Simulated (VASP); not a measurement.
Write the native input for VASP 6.6.1 that does the following.

- Task: single point
- Functional: PBE
- Potentials or basis: VASP PAW PBE potentials, release 64 (Co, O)
- Cutoff: 520 eV
- k mesh: 12 × 12 × 12
- Occupations: gaussian, width 0.02 eV
- Spin: collinear spin, ferromagnetic start
- Starting moments: [2.88, 0.24] μB
- Hubbard terms: Co d U = 3.32 eV
- Dipole correction: no
- Further INCAR settings: ALGO = Normal; EDIFF = 1e-07; NBANDS = 18

The structure of CoO lies in POSCAR:

```
CoO
1.0
    1.5863542282      0.9158820407      2.5533500070
   -1.5863542282      0.9158820407      2.5533500070
    0.0000000000     -1.8317640814      2.5533500070
Co O
1 1
Direct
    0.0000000000      0.0000000000      0.0000000000
    0.5000000000      0.5000000000      0.5000000000
```

The input as run:

INCAR

```
  PREC = Accurate
  ENCUT = 520
  EDIFF = 1E-7
  ISMEAR = 0
  SIGMA = 0.02
  LREAL = False
  LASPH = True
  NELM = 150
  ALGO = Normal
  ISIF = 2
  LWAVE = False
  LCHARG = False
  ISPIN = 2
  MAGMOM = 2.88 0.24
  LORBIT = 11
  LMAXMIX = 4
  LDAU = True
  LDAUTYPE = 2
  LDAUL = 2 -1
  LDAUU = 3.32 0
  LDAUJ = 0 0
  LDAUPRINT = 1
  GGA = PE
  NBANDS = 18
```

KPOINTS

```
regular mesh
0
Gamma
  12 12 12
```

Potentials or basis: VASP PAW PBE potentials, release 64 (Co, O).

Launch:

```console
$ cat potpaw_PBE.64/Co/POTCAR potpaw_PBE.64/O/POTCAR > POTCAR
$ mpirun -np 1 vasp_std > vasp.out
```

Results of the run:

```
Pressure                                              : -18.6 GPa
Band gap on the k mesh                                : zero (filled and empty bands overlap)
Net moment                                            : 3.00 μB per cell
Site moments                                          : Co +2.73; O +0.24 μB
Valence electrons inside the program's atomic spheres : Co 7.61; O 4.93
```

Caveat: the cell stands under tension; a cell with one magnetic atom can't hold antiferromagnetic order, which such compounds often take.

Wall time 110 s on 1 thread of AMD EPYC 7R13, on a shared host, peak memory 0.24 GiB.
